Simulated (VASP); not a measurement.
# Si4GePt (Cmmm) in VASP: a series of runs

The runs below take Si4GePt through single point, relaxation of cell and atoms, with PBE.

All numbers are computed with VASP 6.6.1; they aren't measurements. Logs are shortened: lines on timing, memory, paths and dates and some standing lists are left out, and cuts for length are marked.

## 1. The cell of the first run

The structure is orthorhombic, space group Cmmm (No. 65). Conventional cell: a = 5.217 Å, b = 8.375 Å, c = 4.154 Å, α = 90.00°, β = 90.00°, γ = 90.00°. Within 3.3 Å of Si (site symmetry m2m) lie 2 Pt at 2.48 Å and 7 Si at 2.56 to 3.00 Å and 3 Ge at 2.83 to 2.94 Å. Within 3.3 Å of Si (site symmetry 2/m) lie 2 Pt at 2.47 Å and 6 Si at 2.56 to 2.61 Å and 4 Ge at 3.22 Å. Ge (site symmetry mmm) has 14 Si at 2.83 to 3.22 Å and 4 Pt at 3.33 Å within 3.7 Å. Within 3.3 Å of Pt (site symmetry mmm) lie 8 Si at 2.47 to 2.48 Å.

## 2. Single point, PBE

INCAR

```
PREC = Accurate
ENCUT = 520
EDIFF = 1E-6
ISMEAR = 0
SIGMA = 0.1
LREAL = F
LASPH = T
NELM = 80
ALGO = Normal
ISIF = 2
LWAVE = F
LCHARG = F
GGA = PE
NBANDS = 29
```

KPOINTS

```
regular mesh
0
Gamma
  4 4 4
```

POSCAR

```
Si4GePt
1.0
    2.6087211200     -4.1876274000      0.0000000000
    2.6087211200      4.1876274000      0.0000000000
    0.0000000000      0.0000000000      4.1537170500
Si Ge Pt
4 1 1
Direct
    0.3380584700      0.6619415300      0.0000000000
    0.6619415300      0.3380584700      0.0000000000
    0.5000000000      0.0000000000      0.5000000000
    0.0000000000      0.5000000000      0.5000000000
    0.0000000000      0.0000000000      0.0000000000
    0.5000000000      0.5000000000      0.5000000000
```

Potentials or basis: VASP PAW PBE potentials, release 64 (Si, Ge_d, Pt).

On the command line:

```bash
$ cat potpaw_PBE.64/Si/POTCAR potpaw_PBE.64/Ge_d/POTCAR potpaw_PBE.64/Pt/POTCAR > POTCAR
$ mpirun -np 1 vasp_std > vasp.out
```

OUTCAR:

```text
PREC = Accurate
   ENCUT = 520
   EDIFF = 1E-6
   ISMEAR = 0
   LREAL = F
   LASPH = T
   NELM = 80
   ISIF = 2
   GGA = PE

 ion  position               nearest neighbor table
   1  0.338  0.662  0.000-   6 2.48   6 2.48   3 2.56   3 2.56   4 2.56   4 2.56   2 2.71   5 2.83
                             5 2.94   5 2.94   2 3.00   2 3.00
   2  0.662  0.338  0.000-   6 2.48   6 2.48   3 2.56   3 2.56   4 2.56   4 2.56   1 2.71   5 2.83
                             5 2.94   5 2.94   1 3.00   1 3.00
   3  0.500  0.000  0.500-   6 2.47   6 2.47   1 2.56   1 2.56   2 2.56   2 2.56   4 2.61   4 2.61

   4  0.000  0.500  0.500-   6 2.47   6 2.47   1 2.56   1 2.56   2 2.56   2 2.56   3 2.61   3 2.61

   5  0.000  0.000  0.000-   1 2.83   2 2.83   2 2.94   1 2.94   2 2.94   1 2.94
   6  0.500  0.500  0.500-   3 2.47   4 2.47   3 2.47   4 2.47   1 2.48   2 2.48   1 2.48   2 2.48

  LATTYP: Found a base centered orthorhombic cell.
 ALAT       =     5.2174422400
 B/A-ratio  =     1.6052414986
 C/A-ratio  =     0.7961213290

  Lattice vectors:

 A1 = (   2.6087211200,  -4.1876274000,   0.0000000000)
 A2 = (   2.6087211200,   4.1876274000,   0.0000000000)
 A3 = (   0.0000000000,   0.0000000000,   4.1537170500)

Analysis of symmetry for initial positions (statically):
=====================================================================
 Subroutine PRICEL returns:
 Original cell was already a primitive cell.

 Routine SETGRP: Setting up the symmetry group for a
 base centered orthorhombic supercell.

 Subroutine GETGRP returns: Found  8 space group operations
 (whereof  8 operations were pure point group operations)
 out of a pool of  8 trial point group operations.

The static configuration has the point symmetry D_2h.

Analysis of symmetry for dynamics (positions and initial velocities):
=====================================================================
 Subroutine PRICEL returns:
 Original cell was already a primitive cell.

 Routine SETGRP: Setting up the symmetry group for a
 base centered orthorhombic supercell.

 Subroutine GETGRP returns: Found  8 space group operations
 (whereof  8 operations were pure point group operations)
 out of a pool of  8 trial point group operations.

The dynamic configuration has the point symmetry D_2h.

 Subroutine INISYM returns: Found  8 space group operations
 (whereof  8 operations are pure point group operations),
 and found     1 'primitive' translations

----------------------------------------------------------------------------------------

                                     Primitive cell

  volume of cell :      90.7533

  direct lattice vectors                    reciprocal lattice vectors
     2.608721120 -4.187627400  0.000000000     0.191664796 -0.119399352  0.000000000
     2.608721120  4.187627400  0.000000000     0.191664796  0.119399352  0.000000000
     0.000000000  0.000000000  4.153717050     0.000000000  0.000000000  0.240748223

  length of vectors
     4.933725684  4.933725684  4.153717050     0.225813195  0.225813195  0.240748223

  position of ions in fractional coordinates (direct lattice)
     0.338058470  0.661941530  0.000000000
     0.661941530  0.338058470  0.000000000
     0.500000000  1.000000000  0.500000000
     1.000000000  0.500000000  0.500000000
     0.000000000  0.000000000  0.000000000
     0.500000000  0.500000000  0.500000000

  ion indices of the primitive-cell ions
   primitive index   ion index
                 1           1
                 2           2
                 3           3
                 4           4
                 5           5
                 6           6

----------------------------------------------------------------------------------------

 KPOINTS: regular mesh

Automatic generation of k-mesh.
 Grid dimensions read from file:
 generate k-points for:    4    4    4

 Generating k-lattice:

  Cartesian coordinates                     Fractional coordinates (reciprocal lattice)
     0.047916199 -0.029849838  0.000000000     0.250000000 -0.000000000  0.000000000
     0.047916199  0.029849838  0.000000000    -0.000000000  0.250000000  0.000000000
     0.000000000  0.000000000  0.060187056     0.000000000  0.000000000  0.250000000

  Length of vectors
     0.056453299  0.056453299  0.060187056

  Shift w.r.t. Gamma in fractional coordinates (k-lattice)
     0.000000000  0.000000000  0.000000000

 Subroutine IBZKPT returns following result:
 ===========================================

 Found     21 irreducible k-points:

 Following reciprocal coordinates:
            Coordinates               Weight
  0.000000  0.000000  0.000000      1.000000
  0.250000 -0.000000  0.000000      4.000000
  0.500000 -0.000000  0.000000      2.000000
  0.250000  0.250000  0.000000      2.000000
  0.500000  0.250000  0.000000      4.000000
 -0.250000  0.250000  0.000000      2.000000
[... 13 lines left out ...]
 -0.250000  0.250000  0.500000      2.000000
  0.500000  0.500000  0.500000      1.000000
   k-points           NKPTS =     21   k-points in BZ     NKDIM =     21   number of bands    NBANDS=     29
   number of dos      NEDOS =    301   number of ions     NIONS =      6
   total plane-waves  NPLWV =  51200
   dimension x,y,z NGX =    40 NGY =   40 NGZ =   32
   dimension x,y,z NGXF=    80 NGYF=   80 NGZF=   64
   ions per type =               4   1   1
   NGX,Y,Z   is equivalent  to a cutoff of  13.48, 13.48, 12.81 a.u.
   NGXF,Y,Z  is equivalent  to a cutoff of  26.96, 26.96, 25.61 a.u.
 SYSTEM =  unknown system
   PREC   = accura    normal or accurate (medium, high low for compatibility)
   ISTART =      0    job   : 0-new  1-cont  2-samecut
   ICHARG =      2    charge: 1-file 2-atom 10-const
   ISPIN  =      1    spin polarized calculation?
   LNONCOLLINEAR =      F non collinear calculations
   LSORBIT =      F    spin-orbit coupling
   LASPH  =      T    aspherical Exc in radial PAW
   ENCUT  =  520.0 eV  38.22 Ry    6.18 a.u.   9.17  9.17  7.72*2*pi/ulx,y,z
   NELM   =     80;   NELMIN=  2; NELMDL= -5     # of ELM steps
   EDIFF  = 0.1E-05   stopping-criterion for ELM
   LREAL  =      F    real-space projection
   EDIFFG = 0.1E-04   stopping-criterion for IOM
   NSW    =      0    number of steps for IOM
   IBRION =     -1    ionic relax: 0-MD 1-quasi-New 2-CG
   NFREE  =      0    steps in history (QN), initial steepest desc. (CG)
   ISIF   =      2    stress and relaxation
   ISYM   =      2    0-nonsym 1-usesym 2-fastsym
   POTIM  = 0.5000    time-step for ionic-motion
   TEBEG  =    0.0;   TEEND  =   0.0 temperature during run
   PSTRESS=    0.0 pullay stress
   NELECT =      40.0000    total number of electrons
   NUPDOWN=      -1.0000    fix difference up-down
   EMIN   =  10.00;   EMAX   =-10.00  energy-range for DOS
   EFERMI =   0.00;   METHOD = LEGACY
   ISMEAR =     0;   SIGMA  =   0.10  broadening in eV -4-tet -1-fermi 0-gaus
   EFERMI_NEDOS =   21; number of points for ismear=-14 and -15
   IALGO  =     38    algorithm
   IMIX   =      4    mixing-type and parameters
     AMIX     =   0.40;   BMIX     =  1.00
     AMIX_MAG =   1.60;   BMIX_MAG =  1.00
  volume/ion in A,a.u.               =      15.13       102.07
  Fermi-wavevector in a.u.,A,eV,Ry     =   1.245874  2.354360 21.118975  1.552201
  Thomas-Fermi vector in A             =   2.380076
   LORBIT       =      0    0 simple, 1 ext, 2 COOP (PROOUT), +10 PAW based schemes
   GGA     = PE    functional components
   LHFCALC =     F    Hartree Fock is set to
   AEXX    =    0.0000 exact exchange contribution
   IVDW    =     0    specifies the selected vdW correction
   LEPSILON=     F    determine dielectric tensor
   LRPA    =     F    only Hartree local field effects (RPA)
 non-spin polarized calculation
 Gauss-broadening in eV      SIGMA  =   0.10
  energy-cutoff  :      520.00
  volume of cell :       90.75
 maximum number of plane-waves:      2463
 NGX is ok and might be reduce to    40
   NGX = 19   NGY = 19   NGZ = 15

 number of electron      40.0000002 magnetization

 Free energy of the ion-electron system (eV)
  ---------------------------------------------------
  ext. energy  EPLUGINS =         0.00000000
  ---------------------------------------------------
  free energy    TOTEN  =       -29.35341765 eV

  energy without entropy =      -29.32212083  energy(sigma->0) =      -29.33776924

 E-fermi :  10.2230     XC(G=0): -11.5418

 val. band max:       10.2125760048   @ k =  -0.2500   0.2500   0.0000
 cond. band min:      10.2461350686   @ k =   0.0000   0.0000   0.2500
 fundamental gap:      0.0335590639
 Fermi energy:        10.2230149367

 k-point     1 :       0.0000    0.0000    0.0000
  band No.  band energies     occupation
      1     -15.0087      2.00000
      2     -14.9934      2.00000
      3     -14.9857      2.00000
      4     -14.9611      2.00000
      5     -14.9596      2.00000
      6      -4.3252      2.00000
[... 21 lines left out ...]
     28      15.2158      0.00000
     29      15.4081      0.00000

 k-point     2 :       0.2500   -0.0000    0.0000
  band No.  band energies     occupation
      1     -15.0084      2.00000
      2     -14.9934      2.00000
      3     -14.9857      2.00000
      4     -14.9610      2.00000
      5     -14.9593      2.00000
      6      -3.8779      2.00000
[... 21 lines left out ...]
     28      14.2644      0.00000
     29      15.5451      0.00000

 k-point     3 :       0.5000   -0.0000    0.0000
  band No.  band energies     occupation
      1     -15.0081      2.00000
      2     -14.9933      2.00000
      3     -14.9858      2.00000
      4     -14.9609      2.00000
      5     -14.9590      2.00000
      6      -2.9137      2.00000
[... 542 lines left out ...]
      5     -14.9588      2.00000
      6      -1.7542      2.00000
[... 21 lines left out ...]
     28      15.7523      0.00000
     29      17.8441      0.00000

 k-point    21 :       0.5000    0.5000    0.5000
  band No.  band energies     occupation
      1     -15.0050      2.00000
      2     -14.9944      2.00000
      3     -14.9874      2.00000
      4     -14.9611      2.00000
      5     -14.9582      2.00000
      6      -0.9291      2.00000
[... 21 lines left out ...]
     28      15.7659      0.00000
     29      16.3978      0.00000

------------------------ aborting loop because EDIFF is reached ----------------------------------------

  FORCE on cell =-STRESS in cart. coord.  units (eV):
  Direction    XX          YY          ZZ          XY          YZ          ZX
  --------------------------------------------------------------------------------------
  -------------------------------------------------------------------------------------
  Total        7.9122713     11.0769911      7.5413829     -0.0000000      0.0000000      0.0000000
  in kB      139.6848038    195.5553937    133.1370653     -0.0000000      0.0000000      0.0000000
  external PRESSURE =     156.1257543 kB  Pullay stress =       0.0000000 kB

 VOLUME and BASIS-vectors are now :
 -----------------------------------------------------------------------------
  energy-cutoff  :      520.00
  volume of cell :       90.75
      direct lattice vectors                 reciprocal lattice vectors
     2.608721120 -4.187627400  0.000000000     0.191664796 -0.119399352  0.000000000
     2.608721120  4.187627400  0.000000000     0.191664796  0.119399352  0.000000000
     0.000000000  0.000000000  4.153717050     0.000000000  0.000000000  0.240748223

 POSITION                                       TOTAL-FORCE (eV/Angst)
 -----------------------------------------------------------------------------------
      2.60872      1.35630      0.00000        -0.000000      0.921921     -0.000000
      2.60872     -1.35630      0.00000        -0.000000     -0.921921      0.000000
      1.30436     -2.09381      2.07686        -0.000000      0.000000      0.000000
      1.30436      2.09381      2.07686        -0.000000      0.000000      0.000000
      0.00000      0.00000      0.00000         0.000000      0.000000      0.000000
      2.60872      0.00000      2.07686         0.000000      0.000000      0.000000
 -----------------------------------------------------------------------------------
    total drift:                                0.000000      0.000000     -0.000000

  FREE ENERGIE OF THE ION-ELECTRON SYSTEM (eV)
  ---------------------------------------------------
  free  energy   TOTEN  =       -29.3534176511 eV

  energy  without entropy=      -29.3221208290  energy(sigma->0) =      -29.33776924
```

Wall time 50 s (1 thread of Intel Xeon 6975P-C, shared host); peak memory 0.25 GiB.

Results:

| Quantity | Value |
| --- | --- |
| Free energy | -29.3534 eV |
| Pressure | 15.6 GPa |
| Largest force | 0.922 eV/Å |
| Band gap on the k mesh | zero (band 20 reaches 11.76 eV, above the bottom of band 21 at 9.05 eV) |

Forces in eV/Å, atoms in the order of the input:
```
Si   0.000  0.922  0.000
Si   0.000 -0.922  0.000
Si   0.000  0.000  0.000
Si   0.000  0.000  0.000
Ge   0.000  0.000  0.000
Pt   0.000  0.000  0.000
```

Levels at points of the mesh, in eV from the Fermi level:
```tsv
k point	band 16	band 17	band 18	band 19	band 20	band 21	band 22	band 23	band 24	band 25
(0.00, 0.00, 0.00)	-4.30	-3.51	-3.24	-1.42	-0.17	0.06	1.79	1.87	2.09	2.23
(0.50, 0.00, 0.00)	-3.69	-2.22	-1.62	-1.33	0.08	0.12	1.48	1.81	1.92	1.94
(0.50, 0.50, 0.00)	-2.82	-1.99	-1.81	-0.97	-0.45	-0.38	0.69	1.37	1.63	2.21
(0.00, 0.00, 0.50)	-4.35	-3.90	-2.60	-1.80	-1.36	-1.17	-0.75	-0.73	0.63	4.58
(0.50, 0.00, 0.50)	-4.30	-3.62	-2.43	-0.05	0.05	0.91	1.19	2.01	2.68	2.84
(0.50, 0.50, 0.50)	-4.88	-2.94	-2.33	-0.26	1.54	1.86	2.44	2.54	3.25	4.14
```

Caveat: the k points lie up to 0.38 Å⁻¹ apart; spin-orbit coupling is left out, which moves the levels of the heavy elements.

(Part 1 of 2 ends here.)
